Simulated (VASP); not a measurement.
# Ni (Fm-3m) in VASP: further runs, part 2 of 2

VASP 6.6.1.

### 3 Single point, PBE, collinear spin, ferromagnetic start (volume scaled by 1.025)

File INCAR:

```
SYSTEM = Ni
  PREC = Accurate
  ENCUT = 520
  EDIFF = 1E-6
  ISMEAR = -1
  SIGMA = 0.05
  LREAL = .False.
  LASPH = .True.
  NELM = 150
  ALGO = Normal
  ISIF = 2
  LWAVE = .False.
  LCHARG = .False.
  ISPIN = 2
  MAGMOM = 1.5
  LORBIT = 11
  LMAXMIX = 4
  GGA = PE
  NBANDS = 15
```

File KPOINTS:

```
regular mesh
0
Gamma
  20 20 20
  0 0 0
```

File POSCAR:

```
Ni
1.0
    0.0000000000      1.7825618196      1.7825618196
    1.7825618196      0.0000000000      1.7825618196
    1.7825618196      1.7825618196      0.0000000000
Ni
1
Direct
    0.0000000000      0.0000000000      0.0000000000
```

Potentials or basis: VASP PAW PBE potentials, release 64 (Ni).

The run is started by

```bash
> cat potpaw_PBE.64/Ni/POTCAR > POTCAR
> mpirun -np 1 vasp_std > vasp.out
```

OUTCAR:

```text
SYSTEM = Ni
   PREC = Accurate
   ENCUT = 520
   EDIFF = 1E-6
   ISMEAR = -1
   LREAL = .False.
   LASPH = .True.
   NELM = 150
   ISIF = 2
   ISPIN = 2
   LORBIT = 11
   GGA = PE

 ion  position               nearest neighbor table
   1  0.000  0.000  0.000-

  LATTYP: Found a face centered cubic cell.
 ALAT       =     3.5651236392

  Lattice vectors:

 A1 = (   0.0000000000,   1.7825618196,   1.7825618196)
 A2 = (   1.7825618196,   0.0000000000,   1.7825618196)
 A3 = (   1.7825618196,   1.7825618196,   0.0000000000)

Analysis of symmetry for initial positions (statically):
=====================================================================
 Subroutine PRICEL returns:
 Original cell was already a primitive cell.

 Routine SETGRP: Setting up the symmetry group for a
 face centered cubic supercell.

 Subroutine GETGRP returns: Found 48 space group operations
 (whereof 48 operations were pure point group operations)
 out of a pool of 48 trial point group operations.

The static configuration has the point symmetry O_h .
[... 627 lines left out ...]
      9      35.7266      0.00000
     10      35.7266      0.00000
     11      38.6554      0.00000
     12      38.6554      0.00000
     13      38.6554      0.00000
     14      41.4844      0.00000
[... 403 lines left out ...]
      4       7.2557      1.00000
      5       8.6352      0.97461
      6       8.9305      0.09463
      7      17.8790      0.00000
      8      30.0205      0.00000
      9      32.3037      0.00000
     10      34.0888      0.00000
     11      36.0697      0.00000
     12      37.8480      0.00000
     13      41.9281      0.00000
     14      48.4677      0.00000
     15      50.2003      0.00000

 [... further k-points ...]

------------------------ aborting loop because EDIFF is reached ----------------------------------------

  FORCE on cell =-STRESS in cart. coord.  units (eV):
  Direction    XX          YY          ZZ          XY          YZ          ZX
  --------------------------------------------------------------------------------------
  -------------------------------------------------------------------------------------
  Total       -0.4956991     -0.4956991     -0.4956991      0.0000000      0.0000000     -0.0000000
  in kB      -70.1075650    -70.1075650    -70.1075650      0.0000000      0.0000000     -0.0000000
  external PRESSURE =     -70.1075650 kB  Pullay stress =       0.0000000 kB

 VOLUME and BASIS-vectors are now :
 -----------------------------------------------------------------------------
  energy-cutoff  :      520.00
  volume of cell :       11.33
      direct lattice vectors                 reciprocal lattice vectors
     0.000000000  1.782561820  1.782561820    -0.280495181  0.280495181  0.280495181
     1.782561820  0.000000000  1.782561820     0.280495181 -0.280495181  0.280495181
     1.782561820  1.782561820  0.000000000     0.280495181  0.280495181 -0.280495181

 POSITION                                       TOTAL-FORCE (eV/Angst)
 -----------------------------------------------------------------------------------
      0.00000      0.00000      0.00000        -0.000000      0.000000      0.000000
 -----------------------------------------------------------------------------------
    total drift:                                0.000000      0.000000      0.000000

  FREE ENERGIE OF THE ION-ELECTRON SYSTEM (eV)
  ---------------------------------------------------
  free  energy   TOTEN  =        -5.4678928285 eV

  energy  without entropy=       -5.4530999455  energy(sigma->0) =       -5.46049639

 total charge

# of ion       s       p       d       tot
------------------------------------------
    1        0.481   0.463   8.297   9.241

 magnetization (x)

# of ion       s       p       d       tot
------------------------------------------
    1       -0.007  -0.025   0.681   0.650
```

stdout:

```text
POSCAR found type information on POSCAR Ni
 POSCAR found :  1 types and       1 ions
 scaLAPACK will be used
 LDA part: xc-table for (Slater+PW92), standard interpolation
 POSCAR, INCAR and KPOINTS ok, starting setup
 FFT: planning ... GRIDC
 FFT: planning ... GRID_SOFT
 FFT: planning ... GRID
 WAVECAR not read
 entering main loop
```

Run time: 36 s. Hardware: 1 thread of Intel Xeon 6975P-C (Granite Rapids), shared host; peak memory 0.18 GiB.

What came out:

```
Free energy                                           : -5.4679 eV
Pressure                                              : -7.0 GPa
Net moment                                            : 0.63 μB per cell
Site moments                                          : Ni +0.65 μB
Valence electrons inside the program's atomic spheres : Ni 9.24
```

Levels at points of the mesh, in eV from the Fermi level:
Spin up:
| k point | band 1 | band 2 | band 3 | band 4 | band 5 | band 6 | band 7 | band 8 | band 9 | band 10 |
| --- | --- | --- | --- | --- | --- | --- | --- | --- | --- | --- |
| (0.00, 0.00, 0.00) | -8.73 | -2.34 | -2.34 | -2.34 | -1.23 | -1.23 | 23.38 | 26.93 | 26.93 | 26.93 |
| (0.50, 0.00, 0.00) | -4.62 | -2.32 | -2.32 | -0.62 | -0.62 | -0.22 | 5.38 | 21.89 | 23.97 | 23.97 |
| (0.50, 0.50, 0.00) | -4.41 | -4.00 | -0.56 | -0.50 | -0.50 | 2.43 | 8.86 | 14.45 | 14.45 | 19.23 |
Spin down:
| k point | band 1 | band 2 | band 3 | band 4 | band 5 | band 6 | band 7 | band 8 | band 9 | band 10 |
| --- | --- | --- | --- | --- | --- | --- | --- | --- | --- | --- |
| (0.00, 0.00, 0.00) | -8.77 | -1.58 | -1.58 | -1.58 | -0.63 | -0.63 | 23.21 | 26.91 | 26.91 | 26.91 |
| (0.50, 0.00, 0.00) | -4.19 | -1.69 | -1.69 | -0.28 | 0.15 | 0.15 | 5.80 | 21.74 | 24.06 | 24.06 |
| (0.50, 0.50, 0.00) | -4.06 | -3.37 | 0.06 | 0.37 | 0.37 | 2.38 | 9.10 | 14.46 | 14.46 | 19.38 |

### 4 Single point, PBE, collinear spin, ferromagnetic start (volume scaled by 1.05)

File INCAR:

```
ALGO     = Normal         # electronic algorithm
EDIFF    = 1E-6           # SCF threshold, eV
ENCUT    = 520            # plane-wave cutoff, eV
GGA      = PE             # functional
ISIF     = 2              # what is computed and relaxed
ISMEAR   = -1             # smearing method
ISPIN    = 2              # spin polarisation
LASPH    = True           # aspherical terms in the spheres
LCHARG   = False          # write CHGCAR
LMAXMIX  = 4              # l up to which the mixer works
LORBIT   = 11             # projections on sites
LREAL    = False          # projectors in reciprocal space
LWAVE    = False          # write WAVECAR
MAGMOM   = 1.5            # initial moments
NBANDS   = 15             # bands
NELM     = 150            # most SCF steps
PREC     = Accurate       # precision mode
SIGMA    = 0.05           # smearing width, eV
```

File KPOINTS:

```
k-points
0
Gamma
  20 20 20
```

File POSCAR:

```
Ni
1.0
    0.0000000000      1.7969379390      1.7969379390
    1.7969379390      0.0000000000      1.7969379390
    1.7969379390      1.7969379390      0.0000000000
Ni
1
Direct
    0.0000000000      0.0000000000      0.0000000000
```

The run is started by

```bash
> cat potpaw_PBE.64/Ni/POTCAR > POTCAR
> mpirun -np 1 vasp_std > vasp.out
```

It took 37 s on 1 thread of Intel Xeon 6975P-C (Granite Rapids), shared host; peak memory 0.18 GiB.

It converged, with:

- Free energy: -5.4525 eV
- Pressure: -10.6 GPa
- Net moment: 0.64 μB per cell
- Site moments: Ni +0.66 μB
- Valence electrons inside the program's atomic spheres: Ni 9.20

Levels at points of the mesh, in eV from the Fermi level:
Spin up:
| k point | band 3 | band 4 | band 5 | band 6 | band 7 | band 8 |
| --- | --- | --- | --- | --- | --- | --- |
| (0.00, 0.00, 0.00) | -2.29 | -2.29 | -1.21 | -1.21 | 23.17 | 26.53 |
| (0.50, 0.00, 0.00) | -2.26 | -0.63 | -0.63 | -0.17 | 5.21 | 21.70 |
| (0.50, 0.50, 0.00) | -0.57 | -0.52 | -0.52 | 2.41 | 8.66 | 14.23 |
Spin down:
```csv
k point,band 2,band 3,band 4,band 5,band 6,band 7,band 8,band 9
"(0.00, 0.00, 0.00)",-1.52,-1.52,-1.52,-0.61,-0.61,22.99,26.52,26.52
"(0.50, 0.00, 0.00)",-1.63,-1.63,-0.24,0.14,0.14,5.64,21.54,23.65
"(0.50, 0.50, 0.00)",-3.25,0.05,0.36,0.36,2.36,8.89,14.24,14.24
```

### 5 Summary

| cell | gap on the mesh (eV) | pressure (GPa) | moment (μB) |
| --- | --- | --- | --- |
| a = 2.500 Å, angles 60.0°, 1 atom | none | -2.8 | 0.63 |
| a = 2.521 Å, angles 60.0°, 1 atom | none | -7.0 | 0.63 |
| a = 2.541 Å, angles 60.0°, 1 atom | none | -10.6 | 0.64 |

Alike in all rows: task single point; level PBE; potentials or basis VASP PAW PBE potentials, release 64 (Ni); spin collinear, ferromagnetic start; k mesh 20 × 20 × 20; cutoff (eV) 520; smearing fermi-dirac 0.05 eV.

Absolute energies hang on the potentials; compare differences alone.
